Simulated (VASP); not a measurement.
# MgBe3Ge: single point with PBE

MgBe3Ge:

```xyz
5
Lattice="4.7453 0.0000 0.0000 -2.3726 4.1095 0.0000 0.0000 0.0000 5.0566" Properties=species:S:1:pos:R:3 pbc="T T T"
Mg    0.0000    0.0000    0.0000
Be    2.3726    0.0000    0.0000
Be   -1.1863    2.0548    0.0000
Be    1.1863    2.0548    0.0000
Ge    0.0000    0.0000    2.5283
```

| Item | Value |
| --- | --- |
| Program | VASP 6.6.1 |
| Task | single point |
| Functional | PBE |
| Potentials or basis | VASP PAW PBE potentials, release 64 (Mg, Be, Ge_d) |
| Cutoff | 520 eV |
| k mesh | 12 × 12 × 8 |
| Occupations | gaussian, width 0.1 eV |
| Spin | no spin polarisation |

```json
{"Pressure": "0.1 GPa", "Band gap on the k mesh": "zero (band 11 reaches 2.44 eV, above the bottom of band 12 at 1.60 eV)"}
```

Stress tensor (GPa, compression positive):
```
0.10 0.00 0.00
0.00 0.10 0.00
0.00 0.00 0.01
```

Levels at points of the mesh, in eV from the Fermi level:
```csv
k point,band 7,band 8,band 9,band 10,band 11,band 12,band 13,band 14,band 15,band 16
"(0.00, 0.00, 0.00)",-4.54,-2.55,-1.30,-1.30,-1.09,2.31,2.31,2.77,2.77,3.51
"(0.50, 0.00, 0.00)",-4.90,-3.31,-1.79,-1.51,-1.06,0.79,0.91,2.63,4.15,4.28
"(0.00, 0.00, 0.50)",-6.58,-1.03,-0.63,-0.63,0.53,0.70,0.94,0.94,2.67,2.67
"(0.50, 0.00, 0.50)",-5.12,-4.44,-1.94,-1.70,-1.00,0.23,2.25,2.47,4.37,4.81
```

Wall time 110 s on 1 thread of Intel(R) Xeon(R) Platinum 8375C CPU @ 2.90GHz (Ice Lake) (shared host), peak memory 0.36 GiB.
